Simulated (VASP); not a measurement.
# W (Fm-3m) in VASP: further runs, part 2 of 2

VASP 6.6.1. The steps go on from the part before.

## 3. Single point, PBE

Contents of INCAR:

```
PREC     = Accurate       # precision mode
ENCUT    = 520            # plane-wave cutoff, eV
EDIFF    = 1E-6           # SCF threshold, eV
ISMEAR   = -1             # smearing method
SIGMA    = 0.08           # smearing width, eV
LREAL    = F              # projectors in reciprocal space
LASPH    = T              # aspherical terms in the spheres
NELM     = 80             # most SCF steps
ALGO     = Normal         # electronic algorithm
ISIF     = 2              # what is computed and relaxed
LWAVE    = F              # write WAVECAR
LCHARG   = F              # write CHGCAR
GGA      = PE             # functional
NBANDS   = 13             # bands
```

Contents of KPOINTS:

```
regular mesh
0
Gamma
  17 17 17
```

Contents of POSCAR:

```
W
1.0
    0.0000000000      1.9992822213      1.9992822213
    1.9992822213      0.0000000000      1.9992822213
    1.9992822213      1.9992822213      0.0000000000
W
1
Direct
    0.0000000000      0.0000000000      0.0000000000
```

Potentials or basis: VASP PAW PBE potentials, release 64 (W_sv).

Launch:

```bash
> cat potpaw_PBE.64/W_sv/POTCAR > POTCAR
> mpirun -np 1 vasp_std > vasp.out
```

OUTCAR:

```text
PREC = Accurate
   ENCUT = 520
   EDIFF = 1E-6
   ISMEAR = -1
   LREAL = F
   LASPH = T
   NELM = 80
   ISIF = 2
   GGA = PE

 ion  position               nearest neighbor table
   1  0.000  0.000  0.000-

  LATTYP: Found a face centered cubic cell.
 ALAT       =     3.9985644426

  Lattice vectors:

 A1 = (   0.0000000000,   1.9992822213,   1.9992822213)
 A2 = (   1.9992822213,   0.0000000000,   1.9992822213)
 A3 = (   1.9992822213,   1.9992822213,   0.0000000000)

Analysis of symmetry for initial positions (statically):
=====================================================================
 Subroutine PRICEL returns:
 Original cell was already a primitive cell.

 Routine SETGRP: Setting up the symmetry group for a
 face centered cubic supercell.

 Subroutine GETGRP returns: Found 48 space group operations
 (whereof 48 operations were pure point group operations)
 out of a pool of 48 trial point group operations.

The static configuration has the point symmetry O_h .

Analysis of symmetry for dynamics (positions and initial velocities):
=====================================================================
 Subroutine PRICEL returns:
 Original cell was already a primitive cell.

 Routine SETGRP: Setting up the symmetry group for a
 face centered cubic supercell.

 Subroutine GETGRP returns: Found 48 space group operations
 (whereof 48 operations were pure point group operations)
 out of a pool of 48 trial point group operations.

The dynamic configuration has the point symmetry O_h .

 Subroutine INISYM returns: Found 48 space group operations
 (whereof 48 operations are pure point group operations),
 and found     1 'primitive' translations

----------------------------------------------------------------------------------------

                                     Primitive cell

  volume of cell :      15.9828

  direct lattice vectors                    reciprocal lattice vectors
     0.000000000  1.999282221  1.999282221    -0.250089755  0.250089755  0.250089755
[... 111 lines left out ...]
   AEXX    =    0.0000 exact exchange contribution
   IVDW    =     0    specifies the selected vdW correction
   LEPSILON=     F    determine dielectric tensor
   LRPA    =     F    only Hartree local field effects (RPA)
 non-spin polarized calculation
  energy-cutoff  :      520.00
  volume of cell :       15.98
 maximum number of plane-waves:       444
 NGX is ok and might be reduce to    24
   NGX = 11   NGY = 11   NGZ = 11

 number of electron      14.0000000 magnetization

 Free energy of the ion-electron system (eV)
  ---------------------------------------------------
  ext. energy  EPLUGINS =         0.00000000
  ---------------------------------------------------
  free energy    TOTEN  =       -12.46839336 eV

  energy without entropy =      -12.44123276  energy(sigma->0) =      -12.45481306

 E-fermi :  10.8626     XC(G=0): -13.5833

 val. band max:       10.8578688474   @ k =  -0.4118   0.1765   0.0588
 cond. band min:      10.8657900757   @ k =  -0.1765   0.0588   0.0000
 fundamental gap:      0.0079212283
 Fermi energy:        10.8625639214

 k-point     1 :       0.0000    0.0000    0.0000
  band No.  band energies     occupation
      1     -62.7630      2.00000
      2     -26.3588      2.00000
      3     -26.3588      2.00000
      4     -26.3588      2.00000
      5       1.7262      2.00000
      6      10.2672      1.99883
      7      10.2672      1.99883
      8      10.2672      1.99883
      9      13.5133      0.00000
     10      13.5133      0.00000
     11      23.6756      0.00000
     12      29.0252      0.00000
     13      29.0252      0.00000
[... 354 lines left out ...]
  band No.  band energies     occupation
      1     -62.7390      2.00000
      2     -26.6106      2.00000
      3     -26.4232      2.00000
      4     -26.3797      2.00000
      5       2.6735      2.00000
      6       9.5903      2.00000
      7      10.6708      1.83322
      8      10.6793      1.81616
      9      12.8776      0.00000
     10      13.5490      0.00000
     11      25.4127      0.00000
     12      26.7498      0.00000
     13      29.9945      0.00000

 [... further k-points ...]

------------------------ aborting loop because EDIFF is reached ----------------------------------------

  FORCE on cell =-STRESS in cart. coord.  units (eV):
  Direction    XX          YY          ZZ          XY          YZ          ZX
  --------------------------------------------------------------------------------------
  -------------------------------------------------------------------------------------
  Total        0.9348026      0.9348026      0.9348026      0.0000000      0.0000000      0.0000000
  in kB       93.7083288     93.7083288     93.7083288      0.0000000      0.0000000      0.0000000
  external PRESSURE =      93.7083288 kB  Pullay stress =       0.0000000 kB

 VOLUME and BASIS-vectors are now :
 -----------------------------------------------------------------------------
  energy-cutoff  :      520.00
  volume of cell :       15.98
      direct lattice vectors                 reciprocal lattice vectors
     0.000000000  1.999282221  1.999282221    -0.250089755  0.250089755  0.250089755
     1.999282221  0.000000000  1.999282221     0.250089755 -0.250089755  0.250089755
     1.999282221  1.999282221  0.000000000     0.250089755  0.250089755 -0.250089755

 POSITION                                       TOTAL-FORCE (eV/Angst)
 -----------------------------------------------------------------------------------
      0.00000      0.00000      0.00000         0.000000      0.000000      0.000000
 -----------------------------------------------------------------------------------
    total drift:                               -0.000000      0.000000     -0.000000

  FREE ENERGIE OF THE ION-ELECTRON SYSTEM (eV)
  ---------------------------------------------------
  free  energy   TOTEN  =       -12.4683933589 eV

  energy  without entropy=      -12.4412327552  energy(sigma->0) =      -12.45481306
```

It took 9.2 s on 1 thread of Intel Xeon 6975P-C (Granite Rapids), shared host; peak memory 0.16 GiB.

What came out:

```
Free energy            : -12.4684 eV
Pressure               : 9.4 GPa
Band gap on the k mesh : zero (bands 7 and 8 overlap by 3.62 eV)
```

Levels at points of the mesh, in eV from the Fermi level:
| k point | band 4 | band 5 | band 6 | band 7 | band 8 | band 9 | band 10 | band 11 |
| --- | --- | --- | --- | --- | --- | --- | --- | --- |
| (0.00, 0.00, 0.00) | -37.22 | -9.14 | -0.60 | -0.60 | -0.60 | 2.65 | 2.65 | 12.81 |

Caveat: the cell stands under pressure; spin-orbit coupling is left out, which moves the levels of the heavy elements.

## 4. Relaxation of cell and atoms, PBE, target pressure 8.7 GPa, at which the enthalpy is minimised

Contents of INCAR:

```
PREC = Accurate
ENCUT = 600
EDIFF = 1E-6
ISMEAR = -1
SIGMA = 0.08
LREAL = F
LASPH = T
NELM = 100
ALGO = Normal
ISIF = 3
LWAVE = F
LCHARG = F
GGA = PE
IBRION = 2
NSW = 60
EDIFFG = -0.005
PSTRESS = 87.0
```

KPOINTS is that of step 3.

POSCAR is that of step 3.

Launch:

```bash
> cat potpaw_PBE.64/W_sv/POTCAR > POTCAR
> mpirun -np 1 vasp_std > vasp.out
```

Run time: 18 s. Hardware: 1 thread of Intel Xeon 6975P-C (Granite Rapids), shared host; peak memory 0.17 GiB.

Results (log left out):

| Item | Value |
| --- | --- |
| Free energy | -12.4705 eV |
| Relaxed volume | 16.02 Å³/atom |
| Relaxed cell | a = 2.830 Å, b = 2.830 Å, c = 2.830 Å, α = 60.00°, β = 60.00°, γ = 60.00° |
| Space group after relaxing (to 0.1 Å) | Fm-3m (No. 225) |
| Energy change on relaxing (the run minimises the enthalpy) | -2.0 meV/atom |
| Ionic steps | 3 |
| Pressure after relaxing | 8.7 GPa |
| Band gap on the k mesh | zero (bands 7 and 8 overlap by 3.60 eV) |

The path:
```tsv
step	energy change (eV)	largest force (eV/Å)	pressure (GPa)	volume (Å³)
1	0.0000	0.0000	9.42	15.98
2	-0.0081	0.0000	6.19	16.15
3	-0.0020	0.0000	8.71	16.02
```

Final structure:
```yaml
crystal:
  lattice:
    - [0.00000, 2.00078, 2.00078]
    - [2.00078, 0.00000, 2.00078]
    - [2.00078, 2.00078, 0.00000]
  atoms:
    - { symbol: W, position: [0.00000, 0.00000, 0.00000] }
```

Levels at points of the mesh, in eV from the Fermi level:
```tsv
k point	band 5	band 6	band 7	band 8	band 9	band 10
(0.00, 0.00, 0.00)	-9.12	-0.59	-0.59	-0.59	2.64	2.64
```

Caveat: the cell is relaxed towards a set pressure, so the run minimises the enthalpy, not the energy; spin-orbit coupling is left out, which moves the levels of the heavy elements.
